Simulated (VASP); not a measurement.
# BP (P6_3/mmc) in VASP: single point with HSE06

Aim: the single point of BP with HSE06.

All numbers are computed with VASP 6.6.1; they aren't measurements. Logs are shortened: lines on timing, memory, paths and dates and some standing lists are left out, and cuts for length are marked.

## (1) The cell of the first run

It takes space group P6_3/mmc (No. 194, hexagonal). The conventional cell has a = 3.201 Å, b = 3.201 Å, c = 9.152 Å, α = 90.00°, β = 90.00°, γ = 120.00°. B (site symmetry -6m2) has 3 P at 1.85 Å within 2.5 Å. Within 2.5 Å of P (site symmetry -6m2) lie 3 B at 1.85 Å.

## (2) Single point, HSE06

The input, POSCAR:

```
BP
1.0
    3.2009799495      0.0000000000      0.0000000000
   -1.6004899748      2.7721299533      0.0000000000
    0.0000000000      0.0000000000      9.1517183004
B P
2 2
Direct
    0.3333333333      0.6666666667      0.2500000000
    0.6666666667      0.3333333333      0.7500000000
    0.6666666667      0.3333333333      0.2500000000
    0.3333333333      0.6666666667      0.7500000000
```

The input, INCAR.step1:

```
  PREC = Accurate
  ENCUT = 520
  EDIFF = 1E-5
  ISMEAR = -1
  SIGMA = 0.02
  LREAL = F
  LASPH = T
  NELM = 60
  ALGO = Normal
  ISIF = 2
  LWAVE = T
  NBANDS = 16
  GGA = PE
```

The input, INCAR.step2:

```
  PREC = Accurate
  ENCUT = 520
  EDIFF = 1E-7
  ISMEAR = -1
  SIGMA = 0.02
  LREAL = F
  LASPH = T
  NELM = 60
  ALGO = Normal
  ISIF = 2
  LWAVE = F
  LCHARG = T
  GGA = PE
  LHFCALC = T
  HFSCREEN = 0.2079
  PRECFOCK = Normal
  LELF = T
  LVHAR = T
  NBANDS = 16
  ISTART = 1
```

The input, KPOINTS:

```
regular mesh
0
Gamma
  6 6 2
```

Potentials or basis: VASP PAW PBE potentials, release 64 (B, P).

The run is started by

```console
$ cat potpaw_PBE.64/B/POTCAR potpaw_PBE.64/P/POTCAR > POTCAR
$ cp INCAR.step1 INCAR
$ mpirun -np 1 vasp_std > vasp.out
$ cp INCAR.step2 INCAR
$ mpirun -np 1 vasp_std > vasp.out
```

OUTCAR:

```text
PREC = Accurate
   ENCUT = 520
   EDIFF = 1E-7
   ISMEAR = -1
   LREAL = F
   LASPH = T
   NELM = 60
   ISIF = 2
   GGA = PE
   LHFCALC = T
   HFSCREEN = 0.2079
   PRECFOCK = Normal
   ISTART = 1

 ion  position               nearest neighbor table
   1  0.333  0.667  0.250-   3 1.85   3 1.85   3 1.85
   2  0.667  0.333  0.750-   4 1.85   4 1.85   4 1.85
   3  0.667  0.333  0.250-   1 1.85   1 1.85   1 1.85
   4  0.333  0.667  0.750-   2 1.85   2 1.85   2 1.85

  LATTYP: Found a hexagonal cell.
 ALAT       =     3.2009799495
 C/A-ratio  =     2.8590364341

  Lattice vectors:

 A1 = (   3.2009799495,   0.0000000000,   0.0000000000)
 A2 = (  -1.6004899748,   2.7721299533,   0.0000000000)
 A3 = (   0.0000000000,   0.0000000000,   9.1517183004)

Analysis of symmetry for initial positions (statically):
=====================================================================
 Subroutine PRICEL returns:
 Original cell was already a primitive cell.

 Routine SETGRP: Setting up the symmetry group for a
 hexagonal supercell.

 Subroutine GETGRP returns: Found 24 space group operations
 (whereof 12 operations were pure point group operations)
 out of a pool of 24 trial point group operations.

The static configuration has the point symmetry D_3d.
 The point group associated with its full space group is D_6h.

Analysis of symmetry for dynamics (positions and initial velocities):
=====================================================================
 Subroutine PRICEL returns:
 Original cell was already a primitive cell.

 Routine SETGRP: Setting up the symmetry group for a
 hexagonal supercell.

 Subroutine GETGRP returns: Found 24 space group operations
 (whereof 12 operations were pure point group operations)
 out of a pool of 24 trial point group operations.

The dynamic configuration has the point symmetry D_3d.
 The point group associated with its full space group is D_6h.

 Subroutine INISYM returns: Found 24 space group operations
 (whereof 12 operations are pure point group operations),
 and found     1 'primitive' translations

----------------------------------------------------------------------------------------

                                     Primitive cell

[... 88 lines left out ...]
   NFREE  =      0    steps in history (QN), initial steepest desc. (CG)
   ISIF   =      2    stress and relaxation
   ISYM   =      3    0-nonsym 1-usesym 2-fastsym
   POTIM  = 0.5000    time-step for ionic-motion
   TEBEG  =    0.0;   TEEND  =   0.0 temperature during run
   PSTRESS=    0.0 pullay stress
   NELECT =      16.0000    total number of electrons
   NUPDOWN=      -1.0000    fix difference up-down
   EMIN   =  10.00;   EMAX   =-10.00  energy-range for DOS
   EFERMI =   0.00;   METHOD = LEGACY
   ISMEAR =    -1;   SIGMA  =   0.02  broadening in eV -4-tet -1-fermi 0-gaus
   EFERMI_NEDOS =   21; number of points for ismear=-14 and -15
   IALGO  =     38    algorithm
   IMIX   =      1    mixing-type and parameters
     AMIX     =   0.40;   BMIX     =  1.00
     AMIX_MAG =   1.60;   BMIX_MAG =  1.00
  volume/ion in A,a.u.               =      20.30       137.00
  Fermi-wavevector in a.u.,A,eV,Ry     =   0.952610  1.800172 12.346820  0.907466
  Thomas-Fermi vector in A             =   2.081189
   LORBIT       =      0    0 simple, 1 ext, 2 COOP (PROOUT), +10 PAW based schemes
   GGA     = PE    functional components
   LHFCALC =     T    Hartree Fock is set to
   PRECFOCK=normal    Normal, Fast or Accurate (Low or Medium for compatibility)
   ENCUT4O =  -1.0   cutoff for four orbital integrals eV
   NKREDX  =     1    reduce k-point grid by
   NKREDY  =     1    reduce k-point grid by
   NKREDZ  =     1    reduce k-point grid by
   AEXX    =    0.2500 exact exchange contribution
   HFSCREEN=    0.2079 screening length (either q_TF or 0.3 A-1)
   HFSCREENC=   0.2079 screening length for correlation (either q_TF or 0.3 A-1)
   ENCUTFOCK=  -1.0 apply spherical cutoff to Coloumb kernel
   IVDW    =     0    specifies the selected vdW correction
   LEPSILON=     F    determine dielectric tensor
   LRPA    =     F    only Hartree local field effects (RPA)
 non-spin polarized calculation
  energy-cutoff  :      520.00
  volume of cell :       81.21
 maximum number of plane-waves:      2232
 NGX is ok and might be reduce to    24
  NGX = 18; NGY = 18; NGZ = 54

 number of electron      16.0000002 magnetization

 Free energy of the ion-electron system (eV)
  ---------------------------------------------------
  ext. energy  EPLUGINS =         0.00000000
  ---------------------------------------------------
  free energy    TOTEN  =       -27.89498130 eV

  energy without entropy =      -27.89498130  energy(sigma->0) =      -27.89498130

 E-fermi :   2.0938     XC(G=0):  -6.6399

 val. band max:        1.6534810076   @ k =   0.3333   0.3333   0.5000
 cond. band min:       2.9974493870   @ k =   0.3333   0.3333   0.5000
 fundamental gap:      1.3439683794
 Fermi energy:         2.0938178690

 k-point     1 :       0.0000    0.0000    0.0000
  band No.  band energies     occupation
      1     -13.7860      2.00000
      2     -13.7182      2.00000
      3      -3.5369      2.00000
      4      -2.7093      2.00000
      5      -0.4080      2.00000
      6      -0.4080      2.00000
[... 243 lines left out ...]
      3      -7.4036      2.00000
      4      -7.4036      2.00000
      5      -5.4474      2.00000
      6      -5.4474      2.00000
[... 8 lines left out ...]
     15      11.2919      0.00000
     16      11.2919      0.00000

------------------------ aborting loop because EDIFF is reached ----------------------------------------

  FORCE on cell =-STRESS in cart. coord.  units (eV):
  Direction    XX          YY          ZZ          XY          YZ          ZX
  --------------------------------------------------------------------------------------
  -------------------------------------------------------------------------------------
  Total       -0.2522552     -0.2522552     -0.0117144      0.0000000     -0.0000000     -0.0000000
  in kB       -4.9768161     -4.9768161     -0.2311166      0.0000000     -0.0000000     -0.0000000
  external PRESSURE =      -3.3949163 kB  Pullay stress =       0.0000000 kB

 VOLUME and BASIS-vectors are now :
 -----------------------------------------------------------------------------
  energy-cutoff  :      520.00
  volume of cell :       81.21
      direct lattice vectors                 reciprocal lattice vectors
     3.200979950  0.000000000  0.000000000     0.312404331  0.180366725  0.000000000
    -1.600489975  2.772129953  0.000000000     0.000000000  0.360733449  0.000000000
     0.000000000  0.000000000  9.151718300     0.000000000  0.000000000  0.109269098

 POSITION                                       TOTAL-FORCE (eV/Angst)
 -----------------------------------------------------------------------------------
     -0.00000      1.84809      2.28793         0.000000     -0.000000     -0.000000
      1.60049      0.92404      6.86379        -0.000000      0.000000     -0.000000
      1.60049      0.92404      2.28793         0.000000     -0.000000      0.000000
     -0.00000      1.84809      6.86379         0.000000     -0.000000     -0.000000
 -----------------------------------------------------------------------------------
    total drift:                                0.000000     -0.000000     -0.000000

  FREE ENERGIE OF THE ION-ELECTRON SYSTEM (eV)
  ---------------------------------------------------
  free  energy   TOTEN  =       -27.8949813007 eV

  energy  without entropy=      -27.8949813007  energy(sigma->0) =      -27.89498130
```

OSZICAR.step1:

```text
N       E                     dE             d eps       ncg     rms          rms(c)
DAV:   1     0.470689387584E+02    0.47069E+02   -0.62289E+03   448   0.817E+02
DAV:   2    -0.224680254246E+02   -0.69537E+02   -0.63921E+02   592   0.149E+02
DAV:   3    -0.259824044422E+02   -0.35144E+01   -0.34912E+01   624   0.348E+01
DAV:   4    -0.260278265767E+02   -0.45422E-01   -0.45399E-01   552   0.454E+00
DAV:   5    -0.260290506503E+02   -0.12241E-02   -0.12239E-02   592   0.734E-01    0.103E+01
DAV:   6    -0.246001523436E+02    0.14289E+01   -0.16796E+00   568   0.760E+00    0.576E+00
DAV:   7    -0.243442713107E+02    0.25588E+00   -0.53784E-01   560   0.376E+00    0.187E+00
DAV:   8    -0.243205553059E+02    0.23716E-01   -0.84159E-02   592   0.148E+00    0.440E-01
DAV:   9    -0.243230237260E+02   -0.24684E-02   -0.42276E-03   512   0.345E-01    0.217E-01
DAV:  10    -0.243245157402E+02   -0.14920E-02   -0.13049E-03   456   0.215E-01    0.844E-02
DAV:  11    -0.243245966487E+02   -0.80908E-04   -0.47309E-05   600   0.412E-02    0.596E-02
DAV:  12    -0.243246514713E+02   -0.54823E-04   -0.98229E-05   456   0.529E-02    0.295E-02
DAV:  13    -0.243246507673E+02    0.70405E-06   -0.10875E-06   504   0.666E-03
   1 F= -.24324651E+02 E0= -.24324651E+02  d E =-.323700E-10
```

Run time: 12 min. Hardware: 1 thread of Oxide Virtual Turin-like, shared host; peak memory 0.27 GiB.

Results:

| Item | Value |
| --- | --- |
| Free energy | -27.8950 eV |
| Pressure | -0.3 GPa |
| Band gap on the k mesh | 1.34 eV, direct |

Levels at points of the mesh, in eV from the valence-band top:
| k point | band 4 | band 5 | band 6 | band 7 | band 8 | band 9 | band 10 | band 11 | band 12 | band 13 |
| --- | --- | --- | --- | --- | --- | --- | --- | --- | --- | --- |
| (0.00, 0.00, 0.00) | -4.36 | -2.06 | -2.06 | -2.05 | -2.05 | 3.76 | 5.55 | 5.55 | 5.59 | 5.59 |
| (0.50, 0.00, 0.00) | -9.46 | -4.25 | -4.23 | -1.49 | -0.89 | 1.61 | 2.39 | 3.57 | 3.66 | 8.01 |
| (0.00, 0.00, 0.50) | -4.81 | -2.05 | -2.05 | -2.05 | -2.05 | 5.22 | 5.22 | 5.57 | 5.57 | 5.57 |
| (0.50, 0.00, 0.50) | -9.48 | -4.24 | -4.24 | -1.21 | -1.21 | 1.95 | 1.95 | 3.61 | 3.61 | 9.01 |

Caveat: the PAW data sets were made with another functional, which shifts forces and pressure a little; this functional lacks dispersion, which binds the layers, so the pressure and a relaxed spacing across them are unreliable.
